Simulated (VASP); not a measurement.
# SnSe2 (P-3m1) in VASP: notebook

The runs below take SnSe2 through single point, with PBE.

Program: VASP 6.6.1. These are calculated values, not measurements. Logs are shortened: lines on timing, memory, paths and dates and some standing lists are left out, and cuts for length are marked.

## 1. The cell of the first run

The structure is trigonal, space group P-3m1 (No. 164). The conventional cell has a = 4.075 Å, b = 4.075 Å, c = 6.988 Å, α = 90.00°, β = 90.00°, γ = 120.00°. Sn (site symmetry -3m) has 6 Se at 2.84 Å within 3.7 Å. Se (site symmetry 3m) has 3 Sn at 2.84 Å within 3.7 Å.

## 2. Single point, PBE (strain +0.0525 x Voigt [1, 1, 0, 0, 0, 0])

Input file INCAR:

```
SYSTEM = SnSe2
ALGO = Normal
EDIFF = 1E-7
ENCUT = 520
GGA = PE
ISIF = 2
ISMEAR = 0
LASPH = .True.
LCHARG = .False.
LREAL = .False.
LWAVE = .False.
NBANDS = 20
NELM = 60
PREC = Accurate
SIGMA = 0.05
```

Input file KPOINTS:

```
k-points
0
Gamma
  12 12 4
  0 0 0
```

Input file POSCAR:

```
SnSe2
1.0
    4.0750135250      0.0000000000      0.0000000000
   -2.0375067625      3.5290652334      0.0000000000
    0.0000000000      0.0000000000      6.9880221146
Sn Se
1 2
Direct
    0.0000000000      0.0000000000      0.0000000000
    0.3333333333      0.6666666667      0.2281493097
    0.6666666667      0.3333333333      0.7718506903
```

Potentials or basis: VASP PAW PBE potentials, release 64 (Sn_d, Se).

Launch:

```
$ cat potpaw_PBE.64/Sn_d/POTCAR potpaw_PBE.64/Se/POTCAR > POTCAR
$ mpirun -np 1 vasp_std > vasp.out
```

OUTCAR:

```text
SYSTEM = SnSe2
   EDIFF = 1E-7
   ENCUT = 520
   GGA = PE
   ISIF = 2
   ISMEAR = 0
   LASPH = .True.
   LREAL = .False.
   NELM = 60
   PREC = Accurate

 ion  position               nearest neighbor table
   1  0.000  0.000  0.000-   2 2.84   3 2.84   2 2.84   3 2.84   3 2.84   2 2.84
   2  0.333  0.667  0.228-   1 2.84   1 2.84   1 2.84
   3  0.667  0.333  0.772-   1 2.84   1 2.84   1 2.84

  LATTYP: Found a hexagonal cell.
 ALAT       =     4.0750135250
 C/A-ratio  =     1.7148463611

  Lattice vectors:

 A1 = (   4.0750135250,   0.0000000000,   0.0000000000)
 A2 = (  -2.0375067625,   3.5290652334,   0.0000000000)
 A3 = (   0.0000000000,   0.0000000000,   6.9880221146)

Analysis of symmetry for initial positions (statically):
=====================================================================
 Subroutine PRICEL returns:
 Original cell was already a primitive cell.

 Routine SETGRP: Setting up the symmetry group for a
 hexagonal supercell.

 Subroutine GETGRP returns: Found 12 space group operations
 (whereof 12 operations were pure point group operations)
 out of a pool of 24 trial point group operations.

The static configuration has the point symmetry D_3d.

Analysis of symmetry for dynamics (positions and initial velocities):
=====================================================================
 Subroutine PRICEL returns:
 Original cell was already a primitive cell.

 Routine SETGRP: Setting up the symmetry group for a
 hexagonal supercell.

 Subroutine GETGRP returns: Found 12 space group operations
 (whereof 12 operations were pure point group operations)
 out of a pool of 24 trial point group operations.

The dynamic configuration has the point symmetry D_3d.

 Subroutine INISYM returns: Found 12 space group operations
 (whereof 12 operations are pure point group operations),
 and found     1 'primitive' translations

----------------------------------------------------------------------------------------

                                     Primitive cell

  volume of cell :     100.4947

  direct lattice vectors                    reciprocal lattice vectors
     4.075013525  0.000000000  0.000000000     0.245397959  0.141680577  0.000000000
    -2.037506763  3.529065233  0.000000000     0.000000000  0.283361155  0.000000000
     0.000000000  0.000000000  6.988022115     0.000000000  0.000000000  0.143102008

  length of vectors
     4.075013525  4.075013525  6.988022115     0.283361155  0.283361155  0.143102008

  position of ions in fractional coordinates (direct lattice)
     0.000000000  0.000000000  0.000000000
     0.333333333  0.666666667  0.228149310
     0.666666667  0.333333333  0.771850690

  ion indices of the primitive-cell ions
   primitive index   ion index
                 1           1
                 2           2
                 3           3

----------------------------------------------------------------------------------------

 KPOINTS: k-points

Automatic generation of k-mesh.
 Grid dimensions read from file:
 generate k-points for:   12   12    4

 Generating k-lattice:

  Cartesian coordinates                     Fractional coordinates (reciprocal lattice)
     0.020449830  0.011806715  0.000000000     0.083333333  0.000000000  0.000000000
     0.000000000  0.023613430  0.000000000     0.000000000  0.083333333  0.000000000
     0.000000000  0.000000000  0.035775502     0.000000000  0.000000000  0.250000000

  Length of vectors
     0.023613430  0.023613430  0.035775502

  Shift w.r.t. Gamma in fractional coordinates (k-lattice)
     0.000000000  0.000000000  0.000000000

 Subroutine IBZKPT returns following result:
 ===========================================

 Found     69 irreducible k-points:

 Following reciprocal coordinates:
            Coordinates               Weight
  0.000000  0.000000  0.000000      1.000000
  0.083333  0.000000  0.000000      6.000000
  0.166667  0.000000  0.000000      6.000000
  0.250000  0.000000  0.000000      6.000000
  0.333333  0.000000  0.000000      6.000000
  0.416667  0.000000  0.000000      6.000000
[... 16 lines left out ...]
  0.166667  0.000000  0.250000      6.000000
  0.000000  0.166667  0.250000      6.000000
 [... further k-points ...]
   k-points           NKPTS =     69   k-points in BZ     NKDIM =     69   number of bands    NBANDS=     20
   number of dos      NEDOS =    301   number of ions     NIONS =      3
   total plane-waves  NPLWV =  48600
   dimension x,y,z NGX =    30 NGY =   30 NGZ =   54
   dimension x,y,z NGXF=    60 NGYF=   60 NGZF=  108
   ions per type =               1   2
   NGX,Y,Z   is equivalent  to a cutoff of  12.24, 12.24, 12.85 a.u.
   NGXF,Y,Z  is equivalent  to a cutoff of  24.48, 24.48, 25.69 a.u.
 SYSTEM =  SnSe2
   PREC   = accura    normal or accurate (medium, high low for compatibility)
   ISTART =      0    job   : 0-new  1-cont  2-samecut
   ICHARG =      2    charge: 1-file 2-atom 10-const
   ISPIN  =      1    spin polarized calculation?
   LNONCOLLINEAR =      F non collinear calculations
   LSORBIT =      F    spin-orbit coupling
   LASPH  =      T    aspherical Exc in radial PAW
   ENCUT  =  520.0 eV  38.22 Ry    6.18 a.u.   7.58  7.58 12.99*2*pi/ulx,y,z
   NELM   =     60;   NELMIN=  2; NELMDL= -5     # of ELM steps
   EDIFF  = 0.1E-06   stopping-criterion for ELM
   LREAL  =      F    real-space projection
   EDIFFG = 0.1E-05   stopping-criterion for IOM
   NSW    =      0    number of steps for IOM
   IBRION =     -1    ionic relax: 0-MD 1-quasi-New 2-CG
   NFREE  =      0    steps in history (QN), initial steepest desc. (CG)
   ISIF   =      2    stress and relaxation
   ISYM   =      2    0-nonsym 1-usesym 2-fastsym
   POTIM  = 0.5000    time-step for ionic-motion
   TEBEG  =    0.0;   TEEND  =   0.0 temperature during run
   PSTRESS=    0.0 pullay stress
   NELECT =      26.0000    total number of electrons
   NUPDOWN=      -1.0000    fix difference up-down
   EMIN   =  10.00;   EMAX   =-10.00  energy-range for DOS
   EFERMI =   0.00;   METHOD = LEGACY
   ISMEAR =     0;   SIGMA  =   0.05  broadening in eV -4-tet -1-fermi 0-gaus
   EFERMI_NEDOS =   21; number of points for ismear=-14 and -15
   IALGO  =     38    algorithm
   IMIX   =      4    mixing-type and parameters
     AMIX     =   0.40;   BMIX     =  1.00
     AMIX_MAG =   1.60;   BMIX_MAG =  1.00
  volume/ion in A,a.u.               =      33.50       226.06
  Fermi-wavevector in a.u.,A,eV,Ry     =   1.043162  1.971290 14.805672  1.088186
  Thomas-Fermi vector in A             =   2.177859
   LORBIT       =      0    0 simple, 1 ext, 2 COOP (PROOUT), +10 PAW based schemes
   GGA     = PE    functional components
   LHFCALC =     F    Hartree Fock is set to
   AEXX    =    0.0000 exact exchange contribution
   IVDW    =     0    specifies the selected vdW correction
   LEPSILON=     F    determine dielectric tensor
   LRPA    =     F    only Hartree local field effects (RPA)
 non-spin polarized calculation
 Gauss-broadening in eV      SIGMA  =   0.05
  energy-cutoff  :      520.00
  volume of cell :      100.49
 maximum number of plane-waves:      2734
   NGX = 15   NGY = 15   NGZ = 25

 number of electron      25.9999993 magnetization

 Free energy of the ion-electron system (eV)
  ---------------------------------------------------
  ext. energy  EPLUGINS =         0.00000000
  ---------------------------------------------------
  free energy    TOTEN  =       -11.70525424 eV

  energy without entropy =      -11.70525424  energy(sigma->0) =      -11.70525424

 E-fermi :   1.7853     XC(G=0):  -8.1778

 val. band max:        1.5754995118   @ k =   0.1667   0.0833   0.0000
 cond. band min:       2.2415460266   @ k =   0.0000   0.0000   0.0000
 fundamental gap:      0.6660465148
 Fermi energy:         1.7853456430

 k-point     1 :       0.0000    0.0000    0.0000
  band No.  band energies     occupation
      1     -19.4049      2.00000
      2     -19.4049      2.00000
      3     -19.3979      2.00000
      4     -19.3878      2.00000
      5     -19.3878      2.00000
      6     -11.0516      2.00000
[... 12 lines left out ...]
     19      10.3255      0.00000
     20      10.3303      0.00000

 k-point     2 :       0.0833    0.0000    0.0000
  band No.  band energies     occupation
      1     -19.4065      2.00000
      2     -19.4039      2.00000
      3     -19.3970      2.00000
      4     -19.3883      2.00000
      5     -19.3874      2.00000
      6     -11.0016      2.00000
[... 12 lines left out ...]
     19       9.7435      0.00000
     20      10.3488      0.00000

 k-point     3 :       0.1667    0.0000    0.0000
  band No.  band energies     occupation
      1     -19.4110      2.00000
      2     -19.4017      2.00000
      3     -19.3948      2.00000
      4     -19.3892      2.00000
      5     -19.3859      2.00000
      6     -10.8567      2.00000
[... 12 lines left out ...]
     19       9.7158      0.00000
     20      10.1003      0.00000

 k-point     4 :       0.2500    0.0000    0.0000
  band No.  band energies     occupation
      1     -19.4176      2.00000
      2     -19.4000      2.00000
      3     -19.3943      2.00000
      4     -19.3876      2.00000
      5     -19.3824      2.00000
      6     -10.6328      2.00000
[... 12 lines left out ...]
     19       9.8664      0.00000
     20      10.0134      0.00000

 k-point     5 :       0.3333    0.0000    0.0000
  band No.  band energies     occupation
      1     -19.4243      2.00000
      2     -19.3995      2.00000
      3     -19.3956      2.00000
      4     -19.3838      2.00000
      5     -19.3777      2.00000
      6     -10.3624      2.00000
[... 12 lines left out ...]
     19      10.0178      0.00000
     20      10.3488      0.00000
[... 353 lines left out ...]
      6     -10.9790      2.00000
[... 12 lines left out ...]
     19       9.7498      0.00000
     20      10.2490      0.00000

 k-point    22 :       0.0000    0.0833    0.2500
  band No.  band energies     occupation
      1     -19.4065      2.00000
      2     -19.4039      2.00000
      3     -19.3971      2.00000
      4     -19.3883      2.00000
      5     -19.3874      2.00000
      6     -10.9790      2.00000
[... 12 lines left out ...]
     19       9.8592      0.00000
     20      10.1522      0.00000

 k-point    23 :       0.1667    0.0000    0.2500
  band No.  band energies     occupation
      1     -19.4110      2.00000
      2     -19.4017      2.00000
      3     -19.3948      2.00000
      4     -19.3892      2.00000
      5     -19.3859      2.00000
      6     -10.8347      2.00000
[... 12 lines left out ...]
     19       9.6739      0.00000
     20      10.4386      0.00000

 k-point    24 :       0.0000    0.1667    0.2500
  band No.  band energies     occupation
      1     -19.4110      2.00000
      2     -19.4017      2.00000
      3     -19.3948      2.00000
      4     -19.3892      2.00000
      5     -19.3859      2.00000
      6     -10.8348      2.00000
[... 12 lines left out ...]
     19       9.5450      0.00000
     20      10.0077      0.00000

 [... further k-points ...]
[... 5 lines left out ...]
  --------------------------------------------------------------------------------------
  -------------------------------------------------------------------------------------
  Total       -3.1910556     -3.1910556     -1.5339615      0.0000000      0.0000000      0.0000000
  in kB      -50.8747099    -50.8747099    -24.4558092      0.0000000      0.0000000      0.0000000
  external PRESSURE =     -42.0684096 kB  Pullay stress =       0.0000000 kB

 VOLUME and BASIS-vectors are now :
 -----------------------------------------------------------------------------
  energy-cutoff  :      520.00
  volume of cell :      100.49
      direct lattice vectors                 reciprocal lattice vectors
     4.075013525  0.000000000  0.000000000     0.245397959  0.141680577  0.000000000
    -2.037506763  3.529065233  0.000000000     0.000000000  0.283361155  0.000000000
     0.000000000  0.000000000  6.988022115     0.000000000  0.000000000  0.143102008

 POSITION                                       TOTAL-FORCE (eV/Angst)
 -----------------------------------------------------------------------------------
      0.00000      0.00000      0.00000         0.000000      0.000000      0.000000
     -0.00000      2.35271      1.59431         0.000000      0.000000     -0.446550
      2.03751      1.17636      5.39371        -0.000000     -0.000000      0.446550
 -----------------------------------------------------------------------------------
    total drift:                                0.000000      0.000000      0.000000

  FREE ENERGIE OF THE ION-ELECTRON SYSTEM (eV)
  ---------------------------------------------------
  free  energy   TOTEN  =       -11.7052542421 eV

  energy  without entropy=      -11.7052542421  energy(sigma->0) =      -11.70525424
```

It took 51 s on 1 thread of Intel Xeon 6975P-C (Granite Rapids), shared host; peak memory 0.29 GiB.

What came out:

| Property | Result |
| --- | --- |
| Free energy | -11.7053 eV |
| Pressure | -4.2 GPa |
| Largest force | 0.447 eV/Å |
| Band gap on the k mesh | 0.67 eV (least direct gap 0.76 eV) |

Forces in eV/Å, atoms in the order of the input:
```
Sn   0.000  0.000  0.000
Se   0.000  0.000 -0.447
Se   0.000  0.000  0.447
```

Levels at points of the mesh, in eV from the valence-band top:
```tsv
k point	band 9	band 10	band 11	band 12	band 13	band 14	band 15	band 16	band 17	band 18
(0.00, 0.00, 0.00)	-0.48	-0.48	-0.17	-0.17	-0.09	0.67	2.80	4.30	4.30	7.24
(0.50, 0.00, 0.00)	-3.47	-1.95	-1.89	-0.46	-0.18	0.87	3.79	5.33	5.97	6.26
(0.00, 0.00, 0.50)	-0.99	-0.50	-0.50	-0.13	-0.13	1.48	2.69	4.22	4.22	7.81
(0.50, 0.00, 0.50)	-3.61	-1.90	-1.56	-0.35	-0.29	0.71	4.13	5.12	5.61	6.15
```

Caveat: the cell differs from its parent crystal (strain +0.0525 x Voigt [1, 1, 0, 0, 0, 0]); the cell stands under tension; semilocal functionals underestimate gaps, and a narrow one can read as zero; spin-orbit coupling is left out, which moves the levels of the heavy elements; this functional lacks dispersion, which binds layers or chains, so the pressure and a relaxed spacing across them are unreliable. A k mesh can miss the band edges.

## 3. Single point, PBE (strain +0.0600 x Voigt [1, 1, 0, 0, 0, 0])

Input file INCAR:

```
SYSTEM = SnSe2
PREC = Accurate ; ENCUT = 520
EDIFF = 1E-7 ; ISMEAR = 0
SIGMA = 0.05 ; LREAL = .FALSE.
LASPH = .TRUE. ; NELM = 100
ALGO = Normal ; ISIF = 2
LWAVE = .FALSE. ; LCHARG = .TRUE.
GGA = PE ; LELF = .TRUE.
LVHAR = .TRUE. ; NBANDS = 20
```

Input file KPOINTS:

```
Automatic mesh
0
G
  12 12 4
  0 0 0
```

Input file POSCAR:

```
SnSe2
1.0
    4.1040516262      0.0000000000      0.0000000000
   -2.0520258131      3.5542129667      0.0000000000
    0.0000000000      0.0000000000      6.9880221146
Sn Se
1 2
Direct
    0.0000000000      0.0000000000      0.0000000000
    0.3333333333      0.6666666667      0.2281493097
    0.6666666667      0.3333333333      0.7718506903
```

Potentials or basis: VASP PAW PBE potentials, release 64 (Sn_d, Se).

Launch:

```
$ cat potpaw_PBE.64/Sn_d/POTCAR potpaw_PBE.64/Se/POTCAR > POTCAR
$ mpirun -np 1 vasp_std > vasp.out
```

It took 48 s on 1 thread of Intel Xeon 6975P-C (Granite Rapids), shared host; peak memory 0.3 GiB.

It converged, with:

```yaml
Free_energy: -11.6574 eV
Pressure: -4.6 GPa
Largest_force: 0.496 eV/Å
Band_gap_on_the_k_mesh: 0.59 eV (least direct gap 0.66 eV)
```

Forces on the atoms (eV/Å):
```
Sn   0.000  0.000  0.000
Se   0.000  0.000 -0.496
Se   0.000  0.000  0.496
```

Stress tensor (GPa, compression positive):
```
-5.60  0.00  0.00
 0.00 -5.60  0.00
 0.00  0.00 -2.68
```

Levels at points of the mesh, in eV from the valence-band top:
```tsv
k point	band 9	band 10	band 11	band 12	band 13	band 14	band 15	band 16	band 17	band 18
(0.00, 0.00, 0.00)	-0.50	-0.50	-0.21	-0.21	-0.07	0.59	2.73	4.24	4.24	7.19
(0.50, 0.00, 0.00)	-3.41	-1.95	-1.85	-0.45	-0.20	0.83	3.75	5.27	5.98	6.22
(0.00, 0.00, 0.50)	-0.96	-0.53	-0.53	-0.17	-0.17	1.39	2.62	4.16	4.16	7.78
(0.50, 0.00, 0.50)	-3.56	-1.90	-1.53	-0.35	-0.31	0.68	4.08	5.11	5.54	6.17
```

Caveat: the cell differs from its parent crystal (strain +0.0600 x Voigt [1, 1, 0, 0, 0, 0]); the cell stands under tension; semilocal functionals underestimate gaps, and a narrow one can read as zero; spin-orbit coupling is left out, which moves the levels of the heavy elements; this functional lacks dispersion, which binds layers or chains, so the pressure and a relaxed spacing across them are unreliable.
